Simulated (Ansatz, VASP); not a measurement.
Two plane-wave programs on Al

```
CELL_PARAMETERS angstrom
-1.60632 1.60632 -1.60632
-1.60632 -1.60632 1.60632
-1.12442 5.94338 6.90717
ATOMIC_POSITIONS crystal
Al 0.82500 0.56250 0.87500
Al 0.47500 0.43750 0.12500
Al 0.92500 0.81250 0.37500
Al 0.37500 0.18750 0.62500
```

Alike in both runs: task single point; functional PBEsol; k mesh 16 × 16 × 5; occupations gaussian, width 0.15 eV; no spin polarisation.

```csv
,VASP,Ansatz
version,VASP 6.6.1,Ansatz 0.2.0
potentials or method,"VASP PAW PBE potentials, release 64 (Al), cutoff 520 eV","scalar-relativistic, plane waves, PAW"
valence electrons in the cell,12,12
```

VASP gave:

| Item | Value |
| --- | --- |
| gap on the k mesh at the Fermi level (eV) | none |
| pressure (GPa) | 2.3 |
| traceless stress, the component that is largest in VASP (GPa) | 4.25 |
| rms of the force components (eV/Å) | 0.553 |

Q: Which values does Ansatz return?

A: gap on the k mesh at the Fermi level (eV): none; pressure (GPa): 2.2; traceless stress, the component that is largest in VASP (GPa): 4.23; rms of the force components (eV/Å): 0.549.

VASP's potentials were made for PBE, not for PBEsol, and Ansatz warns of the same on its side. Atom by atom the forces differ by 0.003 eV/Å (rms over components). A gap of «none» marks a metal or a gap that the smearing closes. With one functional, cell and mesh, what is left measures potentials, basis and numerics.
